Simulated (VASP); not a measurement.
# Ti (Fm-3m) in VASP: notebook

Ti is run at these levels: LDA; tasks: single point.

All numbers are computed with VASP 6.6.1; they aren't measurements. Logs are shortened: lines on timing, memory, paths and dates and some standing lists are left out, and cuts for length are marked.

**1. The cell of the first run**

Symmetry: Fm-3m, No. 225, cubic system. Conventional cell: a = 4.001 Å, b = 4.001 Å, c = 4.001 Å, α = 90.00°, β = 90.00°, γ = 90.00°. Ti (site symmetry m-3m) has 12 Ti at 2.83 Å within 3.7 Å.

**2. Single point, LDA**

INCAR

```
SYSTEM = Ti
PREC = Accurate
ENCUT = 520
EDIFF = 1E-6
ISMEAR = 1
SIGMA = 0.05
LREAL = .FALSE.
LASPH = .TRUE.
NELM = 80
ALGO = Normal
ISIF = 2
LWAVE = .FALSE.
LCHARG = .TRUE.
LELF = .TRUE.
LVHAR = .TRUE.
NBANDS = 32
```

KPOINTS

```
regular mesh
0
G
  10 10 10
  0 0 0
```

POSCAR

```
Ti
1.0
    4.0010757157      0.0000000000      0.0000000000
    0.0000000000      4.0010757157      0.0000000000
    0.0000000000      0.0000000000      4.0010757157
Ti
4
Direct
    0.0000000000      0.0000000000      0.0000000000
    0.0000000000      0.5000000000      0.5000000000
    0.5000000000      0.0000000000      0.5000000000
    0.5000000000      0.5000000000      0.0000000000
```

Potentials or basis: VASP PAW LDA potentials, release 64 (Ti_sv).

Launch:

```sh
> cat potpaw_LDA.64/Ti_sv/POTCAR > POTCAR
> mpirun -np 1 vasp_std > vasp.out
```

OUTCAR:

```text
SYSTEM = Ti
   PREC = Accurate
   ENCUT = 520
   EDIFF = 1E-6
   ISMEAR = 1
   LREAL = .FALSE.
   LASPH = .TRUE.
   NELM = 80
   ISIF = 2

 ion  position               nearest neighbor table
   1  0.000  0.000  0.000-   2 2.83   3 2.83   4 2.83   2 2.83   3 2.83   2 2.83   4 2.83   2 2.83
                             3 2.83   4 2.83   3 2.83   4 2.83
   2  0.000  0.500  0.500-   1 2.83   3 2.83   4 2.83   1 2.83   4 2.83   1 2.83   3 2.83   1 2.83
                             3 2.83   4 2.83   4 2.83   3 2.83
   3  0.500  0.000  0.500-   1 2.83   2 2.83   4 2.83   1 2.83   4 2.83   2 2.83   4 2.83   4 2.83
                             1 2.83   2 2.83   1 2.83   2 2.83
   4  0.500  0.500  0.000-   1 2.83   2 2.83   3 2.83   2 2.83   3 2.83   1 2.83   3 2.83   3 2.83
                             1 2.83   2 2.83   2 2.83   1 2.83

  LATTYP: Found a simple cubic cell.
 ALAT       =     4.0010757157

  Lattice vectors:

 A1 = (   4.0010757157,   0.0000000000,   0.0000000000)
 A2 = (   0.0000000000,   4.0010757157,   0.0000000000)
 A3 = (   0.0000000000,   0.0000000000,   4.0010757157)

Analysis of symmetry for initial positions (statically):
=====================================================================
 Subroutine PRICEL returns following result:

  LATTYP: Found a face centered cubic cell.
 ALAT       =     4.0010757157

  Lattice vectors:

 A1 = (   2.0005378578,  -2.0005378578,   0.0000000000)
 A2 = (   2.0005378578,   0.0000000000,   2.0005378578)
 A3 = (   0.0000000000,  -2.0005378578,   2.0005378578)

   4 primitive cells build up your supercell.

 Routine SETGRP: Setting up the symmetry group for a
 simple cubic supercell.

 Subroutine GETGRP returns: Found 48 space group operations
 (whereof 48 operations were pure point group operations)
 out of a pool of 48 trial point group operations.

The static configuration has the point symmetry O_h .

Analysis of symmetry for dynamics (positions and initial velocities):
=====================================================================
 Subroutine PRICEL returns following result:

  LATTYP: Found a face centered cubic cell.
 ALAT       =     4.0010757157

  Lattice vectors:

 A1 = (   2.0005378578,  -2.0005378578,   0.0000000000)
 A2 = (   2.0005378578,   0.0000000000,   2.0005378578)
 A3 = (   0.0000000000,  -2.0005378578,   2.0005378578)

   4 primitive cells build up your supercell.

 Routine SETGRP: Setting up the symmetry group for a
 simple cubic supercell.

 Subroutine GETGRP returns: Found 48 space group operations
 (whereof 48 operations were pure point group operations)
 out of a pool of 48 trial point group operations.

The dynamic configuration has the point symmetry O_h .

 Subroutine INISYM returns: Found 48 space group operations
 (whereof 48 operations are pure point group operations),
 and found     4 'primitive' translations

----------------------------------------------------------------------------------------

                                     Primitive cell

  volume of cell :      16.0129

  direct lattice vectors                    reciprocal lattice vectors
     2.000537858 -2.000537858  0.000000000     0.249932786 -0.249932786 -0.249932786
     2.000537858  0.000000000  2.000537858     0.249932786  0.249932786  0.249932786
     0.000000000 -2.000537858  2.000537858    -0.249932786 -0.249932786  0.249932786

  length of vectors
     2.829187771  2.829187771  2.829187771     0.432896284  0.432896284  0.432896284

  position of ions in fractional coordinates (direct lattice)
     0.000000000  0.000000000  0.000000000

  ion indices of the primitive-cell ions
   primitive index   ion index
                 1           1

----------------------------------------------------------------------------------------

 KPOINTS: regular mesh

Automatic generation of k-mesh.
 Grid dimensions read from file:
 generate k-points for:   10   10   10

 Generating k-lattice:

  Cartesian coordinates                     Fractional coordinates (reciprocal lattice)
     0.024993279  0.000000000  0.000000000     0.100000000  0.000000000  0.000000000
     0.000000000  0.024993279  0.000000000     0.000000000  0.100000000  0.000000000
     0.000000000  0.000000000  0.024993279     0.000000000  0.000000000  0.100000000

  Length of vectors
     0.024993279  0.024993279  0.024993279

  Shift w.r.t. Gamma in fractional coordinates (k-lattice)
     0.000000000  0.000000000  0.000000000

 Subroutine IBZKPT returns following result:
 ===========================================

 Found     56 irreducible k-points:

 Following reciprocal coordinates:
            Coordinates               Weight
  0.000000  0.000000  0.000000      1.000000
  0.100000  0.000000  0.000000      6.000000
  0.200000  0.000000  0.000000      6.000000
  0.300000  0.000000  0.000000      6.000000
  0.400000  0.000000  0.000000      6.000000
  0.500000  0.000000  0.000000      3.000000
[... 16 lines left out ...]
  0.200000  0.100000  0.100000     24.000000
  0.300000  0.100000  0.100000     24.000000
 [... further k-points ...]
   k-points           NKPTS =     56   k-points in BZ     NKDIM =     56   number of bands    NBANDS=     32
   number of dos      NEDOS =    301   number of ions     NIONS =      4
   total plane-waves  NPLWV =  27000
   dimension x,y,z NGX =    30 NGY =   30 NGZ =   30
   dimension x,y,z NGXF=    60 NGYF=   60 NGZF=   60
   ions per type =               4
   NGX,Y,Z   is equivalent  to a cutoff of  12.47, 12.47, 12.47 a.u.
   NGXF,Y,Z  is equivalent  to a cutoff of  24.93, 24.93, 24.93 a.u.
 SYSTEM =  Ti
   PREC   = accura    normal or accurate (medium, high low for compatibility)
   ISTART =      0    job   : 0-new  1-cont  2-samecut
   ICHARG =      2    charge: 1-file 2-atom 10-const
   ISPIN  =      1    spin polarized calculation?
   LNONCOLLINEAR =      F non collinear calculations
   LSORBIT =      F    spin-orbit coupling
   LASPH  =      T    aspherical Exc in radial PAW
   ENCUT  =  520.0 eV  38.22 Ry    6.18 a.u.   7.44  7.44  7.44*2*pi/ulx,y,z
   NELM   =     80;   NELMIN=  2; NELMDL= -5     # of ELM steps
   EDIFF  = 0.1E-05   stopping-criterion for ELM
   LREAL  =      F    real-space projection
   EDIFFG = 0.1E-04   stopping-criterion for IOM
   NSW    =      0    number of steps for IOM
   IBRION =     -1    ionic relax: 0-MD 1-quasi-New 2-CG
   NFREE  =      0    steps in history (QN), initial steepest desc. (CG)
   ISIF   =      2    stress and relaxation
   ISYM   =      2    0-nonsym 1-usesym 2-fastsym
   POTIM  = 0.5000    time-step for ionic-motion
   TEBEG  =    0.0;   TEEND  =   0.0 temperature during run
   PSTRESS=    0.0 pullay stress
   NELECT =      48.0000    total number of electrons
   NUPDOWN=      -1.0000    fix difference up-down
   EMIN   =  10.00;   EMAX   =-10.00  energy-range for DOS
   EFERMI =   0.00;   METHOD = LEGACY
   ISMEAR =     1;   SIGMA  =   0.05  broadening in eV -4-tet -1-fermi 0-gaus
   EFERMI_NEDOS =   21; number of points for ismear=-14 and -15
   IALGO  =     38    algorithm
   IMIX   =      4    mixing-type and parameters
     AMIX     =   0.40;   BMIX     =  1.00
     AMIX_MAG =   1.60;   BMIX_MAG =  1.00
  volume/ion in A,a.u.               =      16.01       108.06
  Fermi-wavevector in a.u.,A,eV,Ry     =   1.487003  2.810028 30.084897  2.211178
  Thomas-Fermi vector in A             =   2.600218
   LORBIT       =      0    0 simple, 1 ext, 2 COOP (PROOUT), +10 PAW based schemes
   GGA     = CA    functional components
   LHFCALC =     F    Hartree Fock is set to
   AEXX    =    0.0000 exact exchange contribution
   IVDW    =     0    specifies the selected vdW correction
   LEPSILON=     F    determine dielectric tensor
   LRPA    =     F    only Hartree local field effects (RPA)
 non-spin polarized calculation
 Methfessel and Paxton  Order N= 1 SIGMA  =   0.05
  energy-cutoff  :      520.00
  volume of cell :       64.05
 maximum number of plane-waves:      1751
 NGX is ok and might be reduce to    30
   NGX = 15   NGY = 15   NGZ = 15

 number of electron      47.9999989 magnetization

 Free energy of the ion-electron system (eV)
  ---------------------------------------------------
  ext. energy  EPLUGINS =         0.00000000
  ---------------------------------------------------
  free energy    TOTEN  =       -34.00601633 eV

  energy without entropy =      -34.00667083  energy(sigma->0) =      -34.00623450

 E-fermi :   8.8837     XC(G=0): -12.1787

 val. band max:        8.8805063723   @ k =   0.4000   0.4000   0.1000
 cond. band min:       8.9197529934   @ k =   0.4000   0.3000   0.0000
 fundamental gap:      0.0392466211
 Fermi energy:         8.8836547556

 k-point     1 :       0.0000    0.0000    0.0000
  band No.  band energies     occupation
      1     -47.0234      2.00000
      2     -46.7862      2.00000
      3     -46.7862      2.00000
      4     -46.7862      2.00000
      5     -23.9738      2.00000
      6     -23.9738      2.00000
[... 24 lines left out ...]
     31      12.1883      0.00000
     32      12.7609      0.00000

 k-point     2 :       0.1000    0.0000    0.0000
  band No.  band energies     occupation
      1     -47.0177      2.00000
      2     -46.7921      2.00000
      3     -46.7861      2.00000
      4     -46.7861      2.00000
      5     -23.9615      2.00000
      6     -23.9615      2.00000
[... 24 lines left out ...]
     31      11.8733      0.00000
     32      12.6346      0.00000

 k-point     3 :       0.2000    0.0000    0.0000
  band No.  band energies     occupation
      1     -47.0010      2.00000
      2     -46.8091      2.00000
      3     -46.7860      2.00000
      4     -46.7860      2.00000
      5     -23.9255      2.00000
      6     -23.9255      2.00000
[... 24 lines left out ...]
     31      11.6648      0.00000
     32      12.2814      0.00000

 k-point     4 :       0.3000    0.0000    0.0000
  band No.  band energies     occupation
      1     -46.9749      2.00000
      2     -46.8355      2.00000
      3     -46.7858      2.00000
      4     -46.7858      2.00000
      5     -23.8692      2.00000
      6     -23.8692      2.00000
[... 24 lines left out ...]
     31      11.7908      0.00000
     32      11.7922      0.00000

 k-point     5 :       0.4000    0.0000    0.0000
  band No.  band energies     occupation
      1     -46.9420      2.00000
      2     -46.8687      2.00000
      3     -46.7856      2.00000
      4     -46.7856      2.00000
      5     -23.7976      2.00000
      6     -23.7976      2.00000
[... 584 lines left out ...]
     31      10.6452      0.00000
     32      10.6452      0.00000

 k-point    22 :       0.1000    0.1000    0.1000
  band No.  band energies     occupation
      1     -47.0066      2.00000
      2     -46.7918      2.00000
      3     -46.7918      2.00000
      4     -46.7918      2.00000
      5     -23.9343      2.00000
      6     -23.9343      2.00000
[... 24 lines left out ...]
     31      11.4829      0.00000
     32      12.4083      0.00000

 k-point    23 :       0.2000    0.1000    0.1000
  band No.  band energies     occupation
      1     -46.9906      2.00000
      2     -46.8079      2.00000
      3     -46.7916      2.00000
      4     -46.7916      2.00000
      5     -23.9045      2.00000
      6     -23.9045      2.00000
[... 24 lines left out ...]
     31      11.5966      0.00000
     32      12.1076      0.00000

 k-point    24 :       0.3000    0.1000    0.1000
  band No.  band energies     occupation
      1     -46.9658      2.00000
      2     -46.8331      2.00000
      3     -46.7914      2.00000
      4     -46.7914      2.00000
      5     -23.8585      2.00000
      6     -23.8585      2.00000
[... 24 lines left out ...]
     31      11.7051      0.00000
     32      11.7076      0.00000

 [... further k-points ...]
[... 5 lines left out ...]
  --------------------------------------------------------------------------------------
  -------------------------------------------------------------------------------------
  Total       -0.0865778     -0.0865778     -0.0865778     -0.0000000     -0.0000000      0.0000000
  in kB       -2.1656425     -2.1656425     -2.1656425     -0.0000000     -0.0000000      0.0000000
  external PRESSURE =      -2.1656425 kB  Pullay stress =       0.0000000 kB

 VOLUME and BASIS-vectors are now :
 -----------------------------------------------------------------------------
  energy-cutoff  :      520.00
  volume of cell :       64.05
      direct lattice vectors                 reciprocal lattice vectors
     4.001075716  0.000000000  0.000000000     0.249932786  0.000000000  0.000000000
     0.000000000  4.001075716  0.000000000     0.000000000  0.249932786  0.000000000
     0.000000000  0.000000000  4.001075716     0.000000000  0.000000000  0.249932786

 POSITION                                       TOTAL-FORCE (eV/Angst)
 -----------------------------------------------------------------------------------
      0.00000      0.00000      0.00000        -0.000000      0.000000      0.000000
      0.00000      2.00054      2.00054        -0.000000      0.000000     -0.000000
      2.00054      0.00000      2.00054        -0.000000      0.000000      0.000000
      2.00054      2.00054      0.00000         0.000000     -0.000000      0.000000
 -----------------------------------------------------------------------------------
    total drift:                                0.000000      0.000000     -0.000000

  FREE ENERGIE OF THE ION-ELECTRON SYSTEM (eV)
  ---------------------------------------------------
  free  energy   TOTEN  =       -34.0060163325 eV

  energy  without entropy=      -34.0066708324  energy(sigma->0) =      -34.00623450
```

Run time: 1.7 min. Hardware: 1 thread of Intel Xeon 6975P-C, shared host; peak memory 0.2 GiB.

What came out:

| Quantity | Value |
| --- | --- |
| Free energy | -34.0060 eV |
| Pressure | -0.2 GPa |
| Band gap on the k mesh | zero (band 24 reaches 9.76 eV, above the bottom of band 25 at 8.47 eV) |

**3. Single point, LDA**

INCAR

```
ALGO     = Normal         # electronic algorithm
EDIFF    = 1E-6           # SCF threshold, eV
ENCUT    = 520            # plane-wave cutoff, eV
GGA      = CA             # functional
ISIF     = 2              # what is computed and relaxed
ISMEAR   = 1              # smearing method
LASPH    = True           # aspherical terms in the spheres
LCHARG   = False          # write CHGCAR
LREAL    = False          # projectors in reciprocal space
LWAVE    = False          # write WAVECAR
NBANDS   = 32             # bands
NELM     = 80             # most SCF steps
PREC     = Accurate       # precision mode
SIGMA    = 0.05           # smearing width, eV
```

KPOINTS

```
k-points
0
Gamma
  10 10 10
```

POSCAR is that of step 2.

Potentials or basis: VASP PAW LDA potentials, release 64 (Ti_sv).

Launch:

```sh
> cat potpaw_LDA.64/Ti_sv/POTCAR > POTCAR
> mpirun -np 1 vasp_std > vasp.out
```

Run time: 1.7 min. Hardware: 1 thread of Intel Xeon 6975P-C, shared host; peak memory 0.2 GiB.

Results (log left out):

```yaml
Free_energy: -34.0060 eV
Pressure: -0.2 GPa
Band_gap_on_the_k_mesh: zero (band 24 reaches 9.76 eV, above the bottom of band 25 at 8.47 eV)
```

Levels at points of the mesh, in eV from the Fermi level:
```
           k point  band 20  band 21  band 22  band 23  band 24  band 25  band 26  band 27  band 28  band 29
(0.00, 0.00, 0.00)    -2.89    -1.97    -1.97    -1.97     0.88     0.88     0.88     2.68     2.68     3.30
(0.50, 0.00, 0.00)    -1.73    -0.73    -0.73    -0.42    -0.42    -0.42    -0.42     1.22     1.22     2.17
(0.50, 0.50, 0.00)    -2.07    -0.39    -0.39    -0.39    -0.39    -0.11    -0.11    -0.11    -0.11     1.76
(0.50, 0.50, 0.50)    -2.78     0.73     0.73     0.73     0.73     0.73     0.73     0.73     0.73     0.95
```
